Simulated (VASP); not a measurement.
Here is a VASP 6.6.1 calculation.

INCAR

```
  PREC = Accurate
  ENCUT = 520
  EDIFF = 1E-6
  ISMEAR = -4
  SIGMA = 0.1
  LREAL = False
  LASPH = True
  NELM = 60
  ALGO = Normal
  ISIF = 2
  LWAVE = False
  LCHARG = True
  LDIPOL = True
  IDIPOL = 3
  DIPOL = 0.5 0.5 0.500
  GGA = PE
  LELF = True
  LVHAR = True
  LVACPOTAV = True
  NBANDS = 34
```

The input KPOINTS:

```
regular mesh
0
Gamma
  12 12 1
```

The input POSCAR:

```
TiN
1.0
    3.0032769428      0.0000000000      0.0000000000
    0.0000000000      3.0032769428      0.0000000000
    0.0000000000      0.0000000000     20.2473000000
Ti N
3 3
Direct
    0.2500000000      0.2500000000      0.3951150281
    0.7500000000      0.7500000000      0.5000000000
    0.2500000000      0.2500000000      0.6048849719
    0.7500000000      0.7500000000      0.3951150281
    0.2500000000      0.2500000000      0.5000000000
    0.7500000000      0.7500000000      0.6048849719
```

Potentials or basis: VASP PAW PBE potentials, release 64 (Ti_sv, N).

Run with:

```sh
$ cat potpaw_PBE.64/Ti_sv/POTCAR potpaw_PBE.64/N/POTCAR > POTCAR
$ mpirun -np 1 vasp_std > vasp.out
```

Task: What does it give for the largest force?

Result: 1.769 eV/Å.

Forces in eV/Å, atoms in the order of the input:
```
Ti   0.000  0.000  1.769
Ti   0.000  0.000  0.000
Ti   0.000  0.000 -1.769
N    0.000  0.000 -1.055
N    0.000  0.000  0.000
N    0.000  0.000  1.055
```
